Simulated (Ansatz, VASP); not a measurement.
## Ta4O: VASP beside Ansatz

File INCAR:

```
PREC     = Accurate       # precision mode
ENCUT    = 520            # plane-wave cutoff, eV
EDIFF    = 1E-7           # SCF threshold, eV
ISMEAR   = 0              # smearing method
SIGMA    = 0.15           # smearing width, eV
LREAL    = False          # projectors in reciprocal space
LASPH    = True           # aspherical terms in the spheres
NELM     = 80             # most SCF steps
ALGO     = Normal         # electronic algorithm
ISIF     = 2              # what is computed and relaxed
LWAVE    = False          # write WAVECAR
LCHARG   = True           # write CHGCAR
GGA      = PE             # functional
LELF     = True           # ELF
LVHAR    = True         
NBANDS   = 33             # bands
```

The input KPOINTS:

```
regular mesh
0
Gamma
  14 14 8
```

Contents of POSCAR:

```
Ta4O
1.0
    3.2547070451      0.0000000000      0.0000000000
    0.0000000000      3.2547070451      0.0000000000
    0.0000000000      0.0000000000      7.5802713270
Ta O
4 1
Direct
    0.0000000000      0.0000000000      0.5000000000
    0.5000000000      0.5000000000      0.7829127297
    0.5000000000      0.5000000000      0.2170872703
    0.0000000000      0.0000000000      0.0000000000
    0.5000000000      0.5000000000      0.5000000000
```

Input for Ansatz:

```yaml
crystal:
  lattice:
    - [3.2547070451, 0.0, 0.0]
    - [0.0, 3.2547070451, 0.0]
    - [0.0, 0.0, 7.580271327]
  atoms:
    - { symbol: Ta, position: [0.0, 0.0, 0.5] }
    - { symbol: Ta, position: [0.5, 0.5, 0.7829127297] }
    - { symbol: Ta, position: [0.5, 0.5, 0.2170872703] }
    - { symbol: Ta, position: [0.0, 0.0, 0.0] }
    - { symbol: O, position: [0.5, 0.5, 0.5] }
basis:
  ecutwfc: 420
kpoints:
  mp_grid: { grid: [14, 14, 8] }
hamiltonian:
  xc: pbe
scf:
  occupations: { method: gaussian, width: 0.15 }
output:
  forces: true
  stress: true
  eigenvalues: true
```

Change from the starting cell: strain +0.0250 x Voigt [0, 0, 1, 0, 0, 0], atoms carried along.

Alike in both runs: task single point; functional PBE; k mesh 14 × 14 × 8; occupations gaussian, width 0.15 eV; no spin polarisation.

|  | VASP | Ansatz |
| --- | --- | --- |
| version | VASP 6.6.1 | Ansatz 0.2.0 |
| potentials or method | VASP PAW PBE potentials, release 64 (Ta_pv, O), cutoff 520 eV | scalar-relativistic, plane waves, PAW |
| valence electrons in the cell | 50 | 58 |

|  | VASP | Ansatz | Ansatz less VASP |
| --- | --- | --- | --- |
| gap on the k mesh at the Fermi level (eV) | none | none | - |
| pressure (GPa) | -5.3 | -5.5 | -0.20 |
| traceless stress, the component that is largest in VASP (GPa) | -3.32 | -3.42 | -0.102 |
| rms of the force components (eV/Å) | 0.071 | 0.082 | +0.0111 |

Atom by atom the forces differ by 0.011 eV/Å (rms over components). A gap of «none» marks a metal or a gap that the smearing closes. The functional is the same, so the differences come from potentials, cutoffs and numerics. VASP's potentials hold 50 valence electrons a cell and Ansatz's 58, so a difference there can come from the potentials and not from the codes.

Neither program's run includes spin-orbit coupling.
